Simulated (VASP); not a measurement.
# In (Im-3m) in VASP: a series of runs, part 3 of 3

VASP 6.6.1.

### Step 5. Single point, revPBE

The input, INCAR:

```
SYSTEM = In
ALGO = Normal
EDIFF = 1E-7
ENCUT = 520
GGA = RE
ISIF = 2
ISMEAR = -1
LASPH = .True.
LCHARG = .False.
LREAL = .False.
LWAVE = .False.
NBANDS = 12
NELM = 60
PREC = Accurate
SIGMA = 0.1
```

The input, KPOINTS:

```
k-points
0
Gamma
  13 13 13
  0 0 0
```

The input, POSCAR:

```
In
1.0
   -1.9307803080      1.9307803080      1.9307803080
    1.9307803080     -1.9307803080      1.9307803080
    1.9307803080      1.9307803080     -1.9307803080
In
1
Direct
    0.0000000000      0.0000000000      0.0000000000
```

Potentials or basis: VASP PAW PBE potentials, release 64 (In_d).

Launch:

```bash
> cat potpaw_PBE.64/In_d/POTCAR > POTCAR
> mpirun -np 1 vasp_std > vasp.out
```

OUTCAR:

```text
SYSTEM = In
   EDIFF = 1E-7
   ENCUT = 520
   GGA = RE
   ISIF = 2
   ISMEAR = -1
   LASPH = .True.
   LREAL = .False.
   NELM = 60
   PREC = Accurate

 ion  position               nearest neighbor table
   1  0.000  0.000  0.000-

  LATTYP: Found a body centered cubic cell.
 ALAT       =     3.8615606160

  Lattice vectors:

 A1 = (  -1.9307803080,   1.9307803080,   1.9307803080)
 A2 = (   1.9307803080,  -1.9307803080,   1.9307803080)
 A3 = (   1.9307803080,   1.9307803080,  -1.9307803080)

Analysis of symmetry for initial positions (statically):
=====================================================================
 Subroutine PRICEL returns:
 Original cell was already a primitive cell.

 Routine SETGRP: Setting up the symmetry group for a
 body centered cubic supercell.

 Subroutine GETGRP returns: Found 48 space group operations
 (whereof 48 operations were pure point group operations)
 out of a pool of 48 trial point group operations.

The static configuration has the point symmetry O_h .

Analysis of symmetry for dynamics (positions and initial velocities):
=====================================================================
 Subroutine PRICEL returns:
 Original cell was already a primitive cell.

 Routine SETGRP: Setting up the symmetry group for a
 body centered cubic supercell.

 Subroutine GETGRP returns: Found 48 space group operations
 (whereof 48 operations were pure point group operations)
 out of a pool of 48 trial point group operations.

The dynamic configuration has the point symmetry O_h .

 Subroutine INISYM returns: Found 48 space group operations
 (whereof 48 operations are pure point group operations),
 and found     1 'primitive' translations

----------------------------------------------------------------------------------------

                                     Primitive cell

  volume of cell :      28.7911

  direct lattice vectors                    reciprocal lattice vectors
    -1.930780308  1.930780308  1.930780308     0.000000000  0.258962658  0.258962658
     1.930780308 -1.930780308  1.930780308     0.258962658  0.000000000  0.258962658
     1.930780308  1.930780308 -1.930780308     0.258962658  0.258962658  0.000000000

  length of vectors
     3.344209592  3.344209592  3.344209592     0.366228503  0.366228503  0.366228503

  position of ions in fractional coordinates (direct lattice)
     0.000000000  0.000000000  0.000000000

  ion indices of the primitive-cell ions
   primitive index   ion index
                 1           1

----------------------------------------------------------------------------------------

 KPOINTS: k-points

Automatic generation of k-mesh.
 Grid dimensions read from file:
 generate k-points for:   13   13   13

 Generating k-lattice:

  Cartesian coordinates                     Fractional coordinates (reciprocal lattice)
     0.000000000  0.019920204  0.019920204     0.076923077  0.000000000  0.000000000
     0.019920204  0.000000000  0.019920204     0.000000000  0.076923077  0.000000000
     0.019920204  0.019920204  0.000000000     0.000000000  0.000000000  0.076923077

  Length of vectors
     0.028171423  0.028171423  0.028171423

  Shift w.r.t. Gamma in fractional coordinates (k-lattice)
     0.000000000  0.000000000  0.000000000

 Subroutine IBZKPT returns following result:
 ===========================================

 Found     84 irreducible k-points:

 Following reciprocal coordinates:
            Coordinates               Weight
  0.000000  0.000000  0.000000      1.000000
  0.076923  0.000000  0.000000     12.000000
  0.153846  0.000000  0.000000     12.000000
  0.230769  0.000000  0.000000     12.000000
  0.307692  0.000000  0.000000     12.000000
  0.384615  0.000000  0.000000     12.000000
[... 16 lines left out ...]
  0.153846  0.076923  0.076923     24.000000
  0.230769  0.076923  0.076923     24.000000
 [... further k-points ...]
   k-points           NKPTS =     84   k-points in BZ     NKDIM =     84   number of bands    NBANDS=     12
   number of dos      NEDOS =    301   number of ions     NIONS =      1
   total plane-waves  NPLWV =  21952
   dimension x,y,z NGX =    28 NGY =   28 NGZ =   28
   dimension x,y,z NGXF=    56 NGYF=   56 NGZF=   56
   ions per type =               1
   NGX,Y,Z   is equivalent  to a cutoff of  13.92, 13.92, 13.92 a.u.
   NGXF,Y,Z  is equivalent  to a cutoff of  27.84, 27.84, 27.84 a.u.
 SYSTEM =  In
   PREC   = accura    normal or accurate (medium, high low for compatibility)
   ISTART =      0    job   : 0-new  1-cont  2-samecut
   ICHARG =      2    charge: 1-file 2-atom 10-const
   ISPIN  =      1    spin polarized calculation?
   LNONCOLLINEAR =      F non collinear calculations
   LSORBIT =      F    spin-orbit coupling
   LASPH  =      T    aspherical Exc in radial PAW
   ENCUT  =  520.0 eV  38.22 Ry    6.18 a.u.   6.22  6.22  6.22*2*pi/ulx,y,z
   NELM   =     60;   NELMIN=  2; NELMDL= -5     # of ELM steps
   EDIFF  = 0.1E-06   stopping-criterion for ELM
   LREAL  =      F    real-space projection
   EDIFFG = 0.1E-05   stopping-criterion for IOM
   NSW    =      0    number of steps for IOM
   IBRION =     -1    ionic relax: 0-MD 1-quasi-New 2-CG
   NFREE  =      0    steps in history (QN), initial steepest desc. (CG)
   ISIF   =      2    stress and relaxation
   ISYM   =      2    0-nonsym 1-usesym 2-fastsym
   POTIM  = 0.5000    time-step for ionic-motion
   TEBEG  =    0.0;   TEEND  =   0.0 temperature during run
   PSTRESS=    0.0 pullay stress
   NELECT =      13.0000    total number of electrons
   NUPDOWN=      -1.0000    fix difference up-down
   EMIN   =  10.00;   EMAX   =-10.00  energy-range for DOS
   EFERMI =   0.00;   METHOD = LEGACY
   ISMEAR =    -1;   SIGMA  =   0.10  broadening in eV -4-tet -1-fermi 0-gaus
   EFERMI_NEDOS =   21; number of points for ismear=-14 and -15
   IALGO  =     38    algorithm
   IMIX   =      4    mixing-type and parameters
     AMIX     =   0.40;   BMIX     =  1.00
     AMIX_MAG =   1.60;   BMIX_MAG =  1.00
  volume/ion in A,a.u.               =      28.79       194.29
  Fermi-wavevector in a.u.,A,eV,Ry     =   1.255943  2.373387 21.461715  1.577392
  Thomas-Fermi vector in A             =   2.389675
   LORBIT       =      0    0 simple, 1 ext, 2 COOP (PROOUT), +10 PAW based schemes
   GGA     = RE    functional components
   LHFCALC =     F    Hartree Fock is set to
   AEXX    =    0.0000 exact exchange contribution
   IVDW    =     0    specifies the selected vdW correction
   LEPSILON=     F    determine dielectric tensor
   LRPA    =     F    only Hartree local field effects (RPA)
 non-spin polarized calculation
  energy-cutoff  :      520.00
  volume of cell :       28.79
 maximum number of plane-waves:       785
 NGX is ok and might be reduce to    28
   NGX = 13   NGY = 13   NGZ = 13

 number of electron      13.0000006 magnetization

 Free energy of the ion-electron system (eV)
  ---------------------------------------------------
  ext. energy  EPLUGINS =         0.00000000
  ---------------------------------------------------
  free energy    TOTEN  =        -2.25961514 eV

  energy without entropy =       -2.24251283  energy(sigma->0) =       -2.25106398

 E-fermi :   6.5812     XC(G=0):  -9.7369

 val. band max:        6.4487539982   @ k =  -0.4615  -0.4615   0.3077
 cond. band min:       6.6022075350   @ k =  -0.3846   0.3846   0.1538
 fundamental gap:      0.1534535368
 Fermi energy:         6.5811711769

 k-point     1 :       0.0000    0.0000    0.0000
  band No.  band energies     occupation
      1      -8.0465      2.00000
      2      -8.0465      2.00000
      3      -8.0465      2.00000
      4      -7.8313      2.00000
      5      -7.8313      2.00000
      6      -2.3136      2.00000
      7      16.7372      0.00000
      8      16.7372      0.00000
      9      16.7372      0.00000
     10      19.2532      0.00000
     11      19.2532      0.00000
     12      19.2532      0.00000
[... 331 lines left out ...]
 k-point    24 :       0.2308    0.0769    0.0769
  band No.  band energies     occupation
      1      -8.0922      2.00000
      2      -8.0362      2.00000
      3      -7.8567      2.00000
      4      -7.8361      2.00000
      5      -7.8113      2.00000
      6       0.0086      2.00000
      7       8.4074      0.00000
      8      11.4461      0.00000
      9      12.4367      0.00000
     10      18.6291      0.00000
     11      18.9207      0.00000
     12      20.9054      0.00000

 [... further k-points ...]

------------------------ aborting loop because EDIFF is reached ----------------------------------------

  FORCE on cell =-STRESS in cart. coord.  units (eV):
  Direction    XX          YY          ZZ          XY          YZ          ZX
  --------------------------------------------------------------------------------------
  -------------------------------------------------------------------------------------
  Total       -0.0230418     -0.0230418     -0.0230418      0.0000000      0.0000000      0.0000000
  in kB       -1.2822392     -1.2822392     -1.2822392      0.0000000      0.0000000      0.0000000
  external PRESSURE =      -1.2822392 kB  Pullay stress =       0.0000000 kB

 VOLUME and BASIS-vectors are now :
 -----------------------------------------------------------------------------
  energy-cutoff  :      520.00
  volume of cell :       28.79
      direct lattice vectors                 reciprocal lattice vectors
    -1.930780308  1.930780308  1.930780308     0.000000000  0.258962658  0.258962658
     1.930780308 -1.930780308  1.930780308     0.258962658  0.000000000  0.258962658
     1.930780308  1.930780308 -1.930780308     0.258962658  0.258962658  0.000000000

 POSITION                                       TOTAL-FORCE (eV/Angst)
 -----------------------------------------------------------------------------------
      0.00000      0.00000      0.00000        -0.000000     -0.000000      0.000000
 -----------------------------------------------------------------------------------
    total drift:                               -0.000000     -0.000000     -0.000000

  FREE ENERGIE OF THE ION-ELECTRON SYSTEM (eV)
  ---------------------------------------------------
  free  energy   TOTEN  =        -2.2596151410 eV

  energy  without entropy=       -2.2425128274  energy(sigma->0) =       -2.25106398
```

OSZICAR:

```text
N       E                     dE             d eps       ncg     rms          rms(c)
DAV:   1     0.798579744432E+02    0.79858E+02   -0.63167E+03  2044   0.132E+03
DAV:   2     0.172741157818E+01   -0.78131E+02   -0.76269E+02  2124   0.288E+02
DAV:   3    -0.217829965405E+01   -0.39057E+01   -0.38953E+01  2400   0.650E+01
DAV:   4    -0.227113317838E+01   -0.92834E-01   -0.92800E-01  2588   0.102E+01
DAV:   5    -0.227486872129E+01   -0.37355E-02   -0.37354E-02  2724   0.173E+00    0.180E+00
DAV:   6    -0.226175124864E+01    0.13117E-01   -0.23106E-02  2460   0.295E+00    0.934E-01
DAV:   7    -0.225958218175E+01    0.21691E-02   -0.88040E-03  2548   0.166E+00    0.208E-01
DAV:   8    -0.225960154303E+01   -0.19361E-04   -0.83159E-04  2428   0.449E-01    0.305E-02
DAV:   9    -0.225961469646E+01   -0.13153E-04   -0.22992E-05  2576   0.518E-02    0.962E-03
DAV:  10    -0.225961510216E+01   -0.40570E-06   -0.12425E-06  2352   0.131E-02    0.519E-03
DAV:  11    -0.225961514097E+01   -0.38808E-07   -0.24942E-07  2332   0.459E-03
   1 F= -.22596151E+01 E0= -.22510640E+01  d E =-.171023E-01
```

stdout:

```text
POSCAR found type information on POSCAR In
 POSCAR found :  1 types and       1 ions
 scaLAPACK will be used
 -----------------------------------------------------------------------------
|                                                                             |
|                                                                             |
|     You enforced a specific xc type in the INCAR file but a different       |
|     I HOPE YOU KNOW WHAT YOU ARE DOING!                                     |
|                                                                             |
 -----------------------------------------------------------------------------

 LDA part: xc-table for (Slater+PW92), standard interpolation
 POSCAR, INCAR and KPOINTS ok, starting setup
 FFT: planning ... GRIDC
 FFT: planning ... GRID_SOFT
 FFT: planning ... GRID
 WAVECAR not read
 entering main loop
```

It took 76 s on 1 thread of Intel Xeon 8259CL, shared host; peak memory 0.17 GiB.

What came out:

```
Free energy : -2.2596 eV
Pressure    : -0.1 GPa
```

Caveat: the PAW data sets were made with another functional, which shifts forces and pressure a little; spin-orbit coupling is left out, which moves the levels of the heavy elements.

### Step 6. The runs side by side

```tsv
cell	k mesh	gap on the mesh (eV)	pressure (GPa)
a = 3.344 Å, angles 109.5°, 1 atom	12 × 12 × 12	none	-0.1
a = 3.205 Å, angles 109.5°, 1 atom	13 × 13 × 13	none	5.2
a = 3.299 Å, angles 109.5°, 1 atom	13 × 13 × 13	none	1.2
a = 3.344 Å, angles 109.5°, 1 atom	13 × 13 × 13	none	-0.1
```

Alike in all rows: task single point; level revPBE; potentials or basis VASP PAW PBE potentials, release 64 (In_d); no spin polarisation; cutoff (eV) 520; smearing fermi-dirac 0.1 eV.

Caveats: the PAW data sets were made with another functional, which shifts forces and pressure a little; spin-orbit coupling is left out, which moves the levels of the heavy elements.

Total energies depend on the potentials used, so only differences within one code and one set of settings carry meaning.
